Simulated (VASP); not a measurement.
BaZrO3:

```
Ba Zr O
1.0
     4.20536    0.00000    0.00000
     0.00000    4.20536    0.00000
     0.00000    0.00000    4.20536
Ba Zr O
1 1 3
Direct
  0.00000 0.00000 0.00000
  0.50000 0.50000 0.50000
  0.50000 0.50000 0.00000
  0.50000 0.00000 0.50000
  0.00000 0.50000 0.50000
```

Base run:

* Program: VASP 6.6.1
* Functional: LDA
* Potentials or basis: VASP PAW LDA potentials, release 64 (Ba_sv, Zr_sv, O_h)
* Cutoff: 1340 eV
* k mesh: 6 × 6 × 6
* Occupations: gaussian, width 0.01 eV
* Spin: no spin polarisation

Its results: band gap on the k mesh 3.05 eV (least direct gap 3.28 eV); pressure -5.5 GPa.

Task: The run is repeated on the same cell with these changes: functional from LDA to r2SCAN; potentials or basis from VASP PAW LDA potentials, release 64 (Ba_sv, Zr_sv, O_h) to VASP PAW PBE potentials, release 64 (Ba_sv, Zr_sv, O_h); cutoff from 1340 eV to 1480 eV. What comes out?

Result: Band gap on the k mesh 3.69 eV (least direct gap 3.94 eV); pressure 0.9 GPa.

Caveats: spin-orbit coupling is left out, which moves the levels of the heavy elements; the cell stands under tension (at least some runs); the PAW data sets were made with another functional, which shifts forces and pressure a little (at least some runs).

A k mesh can miss the band edges.
